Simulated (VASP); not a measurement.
Set up this calculation in VASP 6.6.1, as the native input.

| Property | Result |
| --- | --- |
| Task | single point |
| Functional | PBE |
| Potentials or basis | VASP PAW PBE potentials, release 64 (Ti_sv, Al) |
| Cutoff | 520 eV |
| k mesh | 14 × 10 × 10 |
| Occupations | gaussian, width 0.1 eV |
| Spin | no spin polarisation |
| Dipole correction | no |
| Further INCAR settings | ALGO = Fast; EDIFF = 1e-06; NBANDS = 18 |

The structure of TiAl3 lies in POSCAR:

```
TiAl3
1.0
    2.8043358260      0.0000000000      0.0000000000
    0.0000000000      4.7108649160      0.0000000000
    0.0000000000      0.0000000000      4.9283421864
Ti Al
1 3
Direct
    0.0000000000      0.5000000000      0.1632347272
    0.5000000000      0.5000000000      0.6643667336
    0.5000000000      0.0000000000      0.3333294440
    0.0000000000      0.0000000000      0.8390680952
```

One way to write it, as run:

INCAR

```
PREC = Accurate
ENCUT = 520
EDIFF = 1E-6
ISMEAR = 0
SIGMA = 0.1
LREAL = F
LASPH = T
NELM = 80
ALGO = Fast
ISIF = 2
LWAVE = F
LCHARG = F
GGA = PE
NBANDS = 18
```

KPOINTS

```
regular mesh
0
Gamma
  14 10 10
```

Potentials or basis: VASP PAW PBE potentials, release 64 (Ti_sv, Al).

The run is started by

```sh
$ cat potpaw_PBE.64/Ti_sv/POTCAR potpaw_PBE.64/Al/POTCAR > POTCAR
$ mpirun -np 1 vasp_std > vasp.out
```

It gave:

- Pressure: 0.0 GPa
- Band gap on the k mesh: zero (an odd number of electrons rules out a gap without spin polarisation)

Wall time 9.1 min on 1 thread of AMD EPYC 7R43 64-Core Processor (Zen 3) (shared host), peak memory 0.39 GiB.
